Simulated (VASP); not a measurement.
# GdN (Fm-3m) in VASP: notebook

The runs below take GdN through single point, with r2SCAN+U, PBE+U, PBEsol+U.

Everything below comes from runs of VASP 6.6.1. Logs are shortened: lines on timing, memory, paths and dates and some standing lists are left out, and cuts for length are marked.

## Step 1: The cell of the first run

Symmetry: Fm-3m, No. 225, cubic system. The conventional cell has a = 5.051 Å, b = 5.051 Å, c = 5.051 Å, α = 90.00°, β = 90.00°, γ = 90.00°. Within 3.3 Å of Gd (site symmetry m-3m) lie 6 N at 2.53 Å. N (site symmetry m-3m) has 6 Gd at 2.53 Å within 3.3 Å.

## Step 2: Single point, r2SCAN+U, collinear spin, ferrimagnetic start (volume scaled by 1.04)

Contents of POSCAR:

```
GdN
1.0
    0.0000000000      2.5255318767      2.5255318767
    2.5255318767      0.0000000000      2.5255318767
    2.5255318767      2.5255318767      0.0000000000
Gd N
1 1
Direct
    0.5000000000      0.5000000000      0.5000000000
    0.0000000000      0.0000000000      0.0000000000
```

Contents of INCAR.step1:

```
  ALGO = Normal
  EDIFF = 1E-4
  ENCUT = 520
  GGA = PE
  ISMEAR = 0
  ISPIN = 2
  LASPH = T
  LCHARG = F
  LDAU = T
  LDAUJ = 0 0
  LDAUL = 3 -1
  LDAUTYPE = 2
  LDAUU = 4 0
  LMAXMIX = 6
  LREAL = F
  LWAVE = T
  MAGMOM = 7.67 -0.18
  NBANDS = 22
  NELM = 150
  PREC = Accurate
  SIGMA = 0.05
```

Contents of INCAR.step2:

```
  ALGO = Normal
  EDIFF = 1E-6
  ENCUT = 520
  ISIF = 2
  ISMEAR = 0
  ISPIN = 2
  ISTART = 1
  LASPH = T
  LCHARG = F
  LDAU = T
  LDAUJ = 0 0
  LDAUL = 3 -1
  LDAUPRINT = 1
  LDAUTYPE = 2
  LDAUU = 4 0
  LMAXMIX = 6
  LMIXTAU = T
  LORBIT = 11
  LREAL = F
  LWAVE = F
  MAGMOM = 7.67 -0.18
  METAGGA = R2SCAN
  NBANDS = 22
  NELM = 150
  PREC = Accurate
  SIGMA = 0.05
```

Contents of KPOINTS:

```
k-points
0
Gamma
  8 8 8
```

Potentials or basis: VASP PAW PBE potentials, release 64 (Gd, N).

Run with:

```sh
> cat potpaw_PBE.64/Gd/POTCAR potpaw_PBE.64/N/POTCAR > POTCAR
> cp INCAR.step1 INCAR
> mpirun -np 1 vasp_std > vasp.out
> cp INCAR.step2 INCAR
> mpirun -np 1 vasp_std > vasp.out
```

OUTCAR:

```text
EDIFF = 1E-6
   ENCUT = 520
   ISIF = 2
   ISMEAR = 0
   ISPIN = 2
   ISTART = 1
   LASPH = T
   LORBIT = 11
   LREAL = F
   METAGGA = R2SCAN
   NELM = 150
   PREC = Accurate

 ion  position               nearest neighbor table
   1  0.500  0.500  0.500-   2 2.53   2 2.53   2 2.53   2 2.53   2 2.53   2 2.53
   2  0.000  0.000  0.000-   1 2.53   1 2.53   1 2.53   1 2.53   1 2.53   1 2.53

  LATTYP: Found a face centered cubic cell.
 ALAT       =     5.0510637534

  Lattice vectors:

 A1 = (   0.0000000000,   2.5255318767,   2.5255318767)
 A2 = (   2.5255318767,   0.0000000000,   2.5255318767)
 A3 = (   2.5255318767,   2.5255318767,   0.0000000000)

Analysis of symmetry for initial positions (statically):
=====================================================================
 Subroutine PRICEL returns:
 Original cell was already a primitive cell.

 Routine SETGRP: Setting up the symmetry group for a
 face centered cubic supercell.

 Subroutine GETGRP returns: Found 48 space group operations
 (whereof 48 operations were pure point group operations)
 out of a pool of 48 trial point group operations.

The static configuration has the point symmetry O_h .

Analysis of symmetry for dynamics (positions and initial velocities):
=====================================================================
 Subroutine PRICEL returns:
 Original cell was already a primitive cell.

 Routine SETGRP: Setting up the symmetry group for a
 face centered cubic supercell.

 Subroutine GETGRP returns: Found 48 space group operations
 (whereof 48 operations were pure point group operations)
 out of a pool of 48 trial point group operations.

[... 188 lines left out ...]
  o =  0.0101  v =  0.0000  0.0000  0.0000  0.0000  0.0000  0.0000  0.0000  0.0000 -0.0000  0.0000 -0.0008 -0.6124  0.0000  0.7906      0.0000  0.0000  0.0000  0.0000  0.0000  0.0000  0.0000  0.0000  0.0000  0.0000  0.0000  0.0000  0.0000  0.0000
  o =  0.9894  v =  0.0000  1.0000 -0.0000  0.0000  0.0000 -0.0000  0.0000  0.0000  0.0000  0.0000  0.0000  0.0000  0.0000  0.0000      0.0000  0.0000  0.0000  0.0000  0.0000  0.0000  0.0000  0.0000  0.0000  0.0000  0.0000  0.0000  0.0000  0.0000
  o =  0.9907  v =  0.0000 -0.0000 -0.0000  0.0000  0.2042  0.9661  0.1581  0.0000  0.0000  0.0000  0.0000  0.0000  0.0000  0.0000      0.0000  0.0000  0.0000  0.0000  0.0000  0.0000  0.0000  0.0000  0.0000  0.0000  0.0000  0.0000  0.0000  0.0000
  o =  0.9907  v = -0.6124  0.0000  0.7906 -0.0000 -0.0000  0.0000  0.0000  0.0000  0.0000  0.0000  0.0000  0.0000  0.0000  0.0000      0.0000  0.0000  0.0000  0.0000  0.0000  0.0000  0.0000  0.0000  0.0000  0.0000  0.0000  0.0000  0.0000  0.0000
  o =  0.9907  v =  0.0000  0.0000 -0.0000 -0.0000 -0.7638  0.2582 -0.5916  0.0000  0.0000  0.0000  0.0000  0.0000  0.0000  0.0000      0.0000  0.0000  0.0000  0.0000  0.0000  0.0000  0.0000  0.0000  0.0000  0.0000  0.0000  0.0000  0.0000  0.0000
  o =  0.9927  v =  0.0000 -0.0000  0.0000  1.0000 -0.0055 -0.0000  0.0071  0.0000  0.0000  0.0000  0.0000  0.0000  0.0000  0.0000      0.0000  0.0000  0.0000  0.0000  0.0000  0.0000  0.0000  0.0000  0.0000  0.0000  0.0000  0.0000  0.0000  0.0000
  o =  0.9927  v =  0.0000 -0.0000  0.0000  0.0090  0.6123  0.0000 -0.7905  0.0000  0.0000  0.0000  0.0000  0.0000  0.0000  0.0000      0.0000  0.0000  0.0000  0.0000  0.0000  0.0000  0.0000  0.0000  0.0000  0.0000  0.0000  0.0000  0.0000  0.0000
  o =  0.9927  v = -0.7906 -0.0000 -0.6124  0.0000  0.0000 -0.0000 -0.0000  0.0000  0.0000  0.0000  0.0000  0.0000  0.0000  0.0000      0.0000  0.0000  0.0000  0.0000  0.0000  0.0000  0.0000  0.0000  0.0000  0.0000  0.0000  0.0000  0.0000  0.0000

 number of electron      22.9999996 magnetization       6.9999997

 Free energy of the ion-electron system (eV)
  ---------------------------------------------------
  ext. energy  EPLUGINS =         0.00000000
  ---------------------------------------------------
  free energy    TOTEN  =       -53.59029302 eV

  energy without entropy =      -53.59029168  energy(sigma->0) =      -53.59029235

 E-fermi :   3.5703     XC(G=0): -12.0207

 val. band max:        3.4605721264   @ k =   0.5000   0.5000   0.0000
 cond. band min:       3.6799538456   @ k =   0.0000   0.0000   0.0000
 fundamental gap:      0.2193817192
 Fermi energy:         3.5702629972

 spin component 1

 k-point     1 :       0.0000    0.0000    0.0000
  band No.  band energies     occupation
      1     -42.0180      1.00000
      2     -18.3601      1.00000
      3     -18.3600      1.00000
      4     -18.3600      1.00000
      5     -10.0648      1.00000
      6      -2.4605      1.00000
[... 1193 lines left out ...]
     21      15.7776      0.00000
     22      16.9377      0.00000

 [... further k-points ...]
[... 5 lines left out ...]
  --------------------------------------------------------------------------------------
  -------------------------------------------------------------------------------------
  Total       -1.1305935     -1.1305935     -1.1305935      0.0000000      0.0000000     -0.0000000
  in kB      -56.2248750    -56.2248750    -56.2248750      0.0000000      0.0000000     -0.0000000
  external PRESSURE =     -56.2248750 kB  Pullay stress =       0.0000000 kB

 VOLUME and BASIS-vectors are now :
 -----------------------------------------------------------------------------
  energy-cutoff  :      520.00
  volume of cell :       32.22
      direct lattice vectors                 reciprocal lattice vectors
     0.000000000  2.525531877  2.525531877    -0.197978099  0.197978099  0.197978099
     2.525531877  0.000000000  2.525531877     0.197978099 -0.197978099  0.197978099
     2.525531877  2.525531877  0.000000000     0.197978099  0.197978099 -0.197978099

 POSITION                                       TOTAL-FORCE (eV/Angst)
 -----------------------------------------------------------------------------------
      2.52553      2.52553      2.52553         0.000000      0.000000     -0.000000
      0.00000      0.00000      0.00000        -0.000000     -0.000000      0.000000
 -----------------------------------------------------------------------------------
    total drift:                                0.000000      0.000000      0.000000

  FREE ENERGIE OF THE ION-ELECTRON SYSTEM (eV)
  ---------------------------------------------------
  free  energy   TOTEN  =       -53.5902930195 eV

  energy  without entropy=      -53.5902916765  energy(sigma->0) =      -53.59029235

 total charge

# of ion       s       p       d       f       tot
--------------------------------------------------
    1        2.037   5.688   0.495   6.973  15.193
    2        1.251   2.401   0.000   0.000   3.652
--------------------------------------------------
tot          3.287   8.089   0.495   6.973  18.844

 magnetization (x)

# of ion       s       p       d       f       tot
--------------------------------------------------
    1       -0.011  -0.134   0.076   6.895   6.825
    2       -0.012  -0.124   0.000   0.000  -0.136
--------------------------------------------------
tot         -0.023  -0.258   0.076   6.895   6.690
```

OUTCAR.step1:

```text
EDIFF = 1E-4
   ENCUT = 520
   GGA = PE
   ISMEAR = 0
   ISPIN = 2
[... 1445 lines left out ...]
 -----------------------------------------------------------------------------------
      2.52553      2.52553      2.52553         0.000000     -0.000000     -0.000000
      0.00000      0.00000      0.00000        -0.000000      0.000000      0.000000
 -----------------------------------------------------------------------------------
    total drift:                                0.000000      0.000000      0.000000

  FREE ENERGIE OF THE ION-ELECTRON SYSTEM (eV)
  ---------------------------------------------------
  free  energy   TOTEN  =       -22.9081678605 eV

  energy  without entropy=      -22.9081227676  energy(sigma->0) =      -22.90814531
```

OSZICAR.step1:

```text
N       E                     dE             d eps       ncg     rms          rms(c)
DAV:   1     0.128384602188E+03    0.12838E+03   -0.79286E+03  3538   0.517E+03
DAV:   2    -0.168318305997E+01   -0.13007E+03   -0.11186E+03  3518   0.454E+02
DAV:   3    -0.192295752383E+02   -0.17546E+02   -0.17139E+02  4058   0.113E+02
DAV:   4    -0.215491623938E+02   -0.23196E+01   -0.23033E+01  4838   0.290E+01
DAV:   5    -0.216305404986E+02   -0.81378E-01   -0.81298E-01  3938   0.667E+00    0.386E+01
DAV:   6    -0.236170851542E+02   -0.19865E+01   -0.29124E+01  3906   0.174E+02    0.102E+02
DAV:   7    -0.232841177298E+02    0.33297E+00   -0.28803E+00  4070   0.208E+01    0.800E+01
DAV:   8    -0.230239732576E+02    0.26014E+00   -0.28145E-01  4774   0.115E+01    0.555E+01
DAV:   9    -0.228997283615E+02    0.12424E+00   -0.44686E-01  4150   0.177E+01    0.188E+01
DAV:  10    -0.229040870914E+02   -0.43587E-02   -0.19670E-01  4330   0.108E+01    0.894E+00
DAV:  11    -0.229083589802E+02   -0.42719E-02   -0.28358E-02  3922   0.121E+00    0.634E+00
DAV:  12    -0.229081190541E+02    0.23993E-03   -0.34999E-03  4332   0.150E+00    0.166E+00
DAV:  13    -0.229081678605E+02   -0.48806E-04   -0.84797E-04  4396   0.566E-01
   1 F= -.22908168E+02 E0= -.22908145E+02  d E =-.450928E-04  mag=     6.9988
```

It took 2.4 min on 1 thread of Intel Xeon Platinum 8375C at 2.90GHz (Ice Lake), shared host; peak memory 0.21 GiB.

Results:

- Free energy: -53.5903 eV
- Pressure: -5.6 GPa
- Band gap on the k mesh: zero (filled and empty bands overlap)
- Net moment: 7.00 μB per cell
- Site moments: Gd +6.83; N -0.14 μB
- Valence electrons inside the program's atomic spheres: Gd 15.19; N 3.65

Eigenvalues of the final occupation matrices:
```csv
site,spin,trace,eigenvalues
site 1 f,1,6.94,0.99 0.99 0.99 0.99 0.99 0.99 0.99
site 1 f,2,0.04,0.00 0.00 0.00 0.00 0.01 0.01 0.01
```

Caveat: the cell differs from its parent crystal (volume scaled by 1.04); the PAW data sets were made with another functional, which shifts forces and pressure a little; spin-orbit coupling is left out, which moves the levels of the heavy elements; a cell with one magnetic atom can't hold antiferromagnetic order, which such compounds often take. The state reached can hang on the start; a lower one may exist.

## Step 3: Single point, PBE+U, collinear spin, ferromagnetic start

This run uses another cell than the first one, of 15.62 Å³/atom, 0.969 times its volume.

Contents of INCAR:

```
ALGO = Normal ; EDIFF = 1E-7
ENCUT = 520 ; GGA = PE
ISIF = 2 ; ISMEAR = 0
ISPIN = 2 ; LASPH = True
LCHARG = False ; LDAU = True
LDAUJ = 0 0 ; LDAUL = 3 -1
LDAUPRINT = 1 ; LDAUTYPE = 2
LDAUU = 6 0 ; LMAXMIX = 6
LORBIT = 11 ; LREAL = False
LWAVE = False ; MAGMOM = 7 0
NBANDS = 22 ; NELM = 150
PREC = Accurate ; SIGMA = 0.05
```

Contents of KPOINTS:

```
k-points
0
Gamma
  5 5 5
```

Contents of POSCAR:

```
GdN
1.0
    0.0000000000      2.4994985661      2.4994985661
    2.4994985661      0.0000000000      2.4994985661
    2.4994985661      2.4994985661      0.0000000000
Gd N
1 1
Direct
    0.5000000000      0.5000000000      0.5000000000
    0.0000000000      0.0000000000      0.0000000000
```

Potentials or basis: VASP PAW PBE potentials, release 64 (Gd, N).

Run with:

```sh
> cat potpaw_PBE.64/Gd/POTCAR potpaw_PBE.64/N/POTCAR > POTCAR
> mpirun -np 1 vasp_std > vasp.out
```

Wall time 34 s (1 thread of Intel Xeon Platinum 8488C (Sapphire Rapids), shared host); peak memory 0.18 GiB.

It converged, with:

- Free energy: -22.7920 eV
- Pressure: 0.8 GPa
- Band gap on the k mesh: zero (filled and empty bands overlap)
- Net moment: 7.00 μB per cell
- Site moments: Gd +6.87; N -0.12 μB
- Valence electrons inside the program's atomic spheres: Gd 15.21; N 3.64

Levels at points of the mesh, in eV from the Fermi level:
Spin up:
| k point | band 13 | band 14 | band 15 | band 16 | band 17 | band 18 |
| --- | --- | --- | --- | --- | --- | --- |
| (0.00, 0.00, 0.00) | 0.33 | 0.33 | 0.33 | 2.73 | 2.73 | 2.73 |
Spin down:
| k point | band 6 | band 7 | band 8 | band 9 | band 10 | band 11 |
| --- | --- | --- | --- | --- | --- | --- |
| (0.00, 0.00, 0.00) | -0.24 | -0.24 | -0.24 | 3.54 | 3.54 | 3.54 |

Eigenvalues of the final occupation matrices:
| site | spin | trace | eigenvalues |
| --- | --- | --- | --- |
| site 1 f | 1 | 6.94 | 0.99 0.99 0.99 0.99 0.99 0.99 0.99 |
| site 1 f | 2 | 0.04 | 0.00 0.00 0.00 0.00 0.01 0.01 0.01 |

Caveat: the k points lie up to 0.44 Å⁻¹ apart; spin-orbit coupling is left out, which moves the levels of the heavy elements; a cell with one magnetic atom can't hold antiferromagnetic order, which such compounds often take.

## Step 4: Single point, PBEsol+U, collinear spin, ferrimagnetic start (volume scaled by 0.96)

Contents of INCAR:

```
PREC     = Accurate       # precision mode
ENCUT    = 520            # plane-wave cutoff, eV
EDIFF    = 1E-6           # SCF threshold, eV
ISMEAR   = 0              # smearing method
SIGMA    = 0.05           # smearing width, eV
LREAL    = False          # projectors in reciprocal space
LASPH    = True           # aspherical terms in the spheres
NELM     = 150            # most SCF steps
ALGO     = Normal         # electronic algorithm
ISIF     = 2              # what is computed and relaxed
LWAVE    = False          # write WAVECAR
LCHARG   = False          # write CHGCAR
ISPIN    = 2              # spin polarisation
MAGMOM   = 7.6 -0.16      # initial moments
LORBIT   = 11             # projections on sites
LMAXMIX  = 6              # l up to which the mixer works
LDAU     = True           # DFT+U
LDAUTYPE = 2            
LDAUL    = 3 -1           # shell
LDAUU    = 6 0            # U, eV
LDAUJ    = 0 0          
LDAUPRINT= 1            
GGA      = PS             # functional
NBANDS   = 22             # bands
```

Contents of KPOINTS:

```
regular mesh
0
Gamma
  8 8 8
```

Contents of POSCAR:

```
GdN
1.0
    0.0000000000      2.4376815641      2.4376815641
    2.4376815641      0.0000000000      2.4376815641
    2.4376815641      2.4376815641      0.0000000000
Gd N
1 1
Direct
    0.5000000000      0.5000000000      0.5000000000
    0.0000000000      0.0000000000      0.0000000000
```

Run with:

```sh
> cat potpaw_PBE.64/Gd/POTCAR potpaw_PBE.64/N/POTCAR > POTCAR
> mpirun -np 1 vasp_std > vasp.out
```

It took 60 s on 1 thread of Intel Xeon Platinum 8488C (Sapphire Rapids), shared host; peak memory 0.2 GiB.

It converged, with:

```
Free energy                                           : -23.6136 eV
Pressure                                              : 8.0 GPa
Band gap on the k mesh                                : zero (filled and empty bands overlap)
Net moment                                            : 7.00 μB per cell
Site moments                                          : Gd +6.88; N -0.12 μB
Valence electrons inside the program's atomic spheres : Gd 15.27; N 3.65
```

Levels at points of the mesh, in eV from the Fermi level:
Spin up:
| k point | band 11 | band 12 | band 13 | band 14 | band 15 | band 16 | band 17 | band 18 | band 19 | band 20 |
| --- | --- | --- | --- | --- | --- | --- | --- | --- | --- | --- |
| (0.00, 0.00, 0.00) | -5.56 | -5.56 | 0.34 | 0.34 | 0.34 | 2.71 | 2.71 | 2.71 | 3.97 | 5.02 |
| (0.50, 0.00, 0.00) | -5.55 | -5.51 | -4.42 | -2.56 | -2.56 | 5.64 | 6.44 | 6.44 | 7.10 | 10.95 |
| (0.50, 0.50, 0.00) | -5.64 | -5.61 | -1.06 | -0.50 | 0.00 | 0.00 | 7.10 | 7.44 | 8.34 | 8.34 |
Spin down:
```csv
k point,band 6,band 7,band 8,band 9,band 10,band 11
"(0.00, 0.00, 0.00)",-0.34,-0.34,-0.34,3.53,3.53,3.53
"(0.50, 0.00, 0.00)",-4.14,-2.47,-2.47,4.80,5.22,5.22
"(0.50, 0.50, 0.00)",-0.71,-0.33,-0.33,0.16,5.30,5.34
```

Eigenvalues of the final occupation matrices:
| site | spin | trace | eigenvalues |
| --- | --- | --- | --- |
| site 1 f | 1 | 6.93 | 0.99 0.99 0.99 0.99 0.99 0.99 0.99 |
| site 1 f | 2 | 0.05 | 0.00 0.00 0.00 0.00 0.01 0.01 0.01 |

Caveat: the cell differs from its parent crystal (volume scaled by 0.96); the PAW data sets were made with another functional, which shifts forces and pressure a little; spin-orbit coupling is left out, which moves the levels of the heavy elements; a cell with one magnetic atom can't hold antiferromagnetic order, which such compounds often take.

## Step 5: Summary

| level | spin | U | cell | k mesh | gap on the mesh (eV) | pressure (GPa) | moment (μB) |
| --- | --- | --- | --- | --- | --- | --- | --- |
| r2SCAN+U | collinear, ferrimagnetic start | Gd f U = 4.0 eV | a = 3.572 Å, angles 60.0°, 2 atoms | 8 × 8 × 8 | none | -5.6 | 7.00 |
| PBE+U | collinear, ferromagnetic start | Gd f U = 6.0 eV | a = 3.535 Å, angles 60.0°, 2 atoms | 5 × 5 × 5 | none | 0.8 | 7.00 |
| PBEsol+U | collinear, ferrimagnetic start | Gd f U = 6.0 eV | a = 3.447 Å, angles 60.0°, 2 atoms | 8 × 8 × 8 | none | 8.0 | 7.00 |

Alike in all rows: task single point; potentials or basis VASP PAW PBE potentials, release 64 (Gd, N); cutoff (eV) 520; smearing gaussian 0.05 eV.

Caveats: some runs use coarse meshes; spin-orbit coupling is left out, which moves the levels of the heavy elements; a cell with one magnetic atom can't hold antiferromagnetic order, which such compounds often take; the PAW data sets were made with another functional, which shifts forces and pressure a little (some runs).

Total energies depend on the potentials used, so only differences within one code and one set of settings carry meaning.
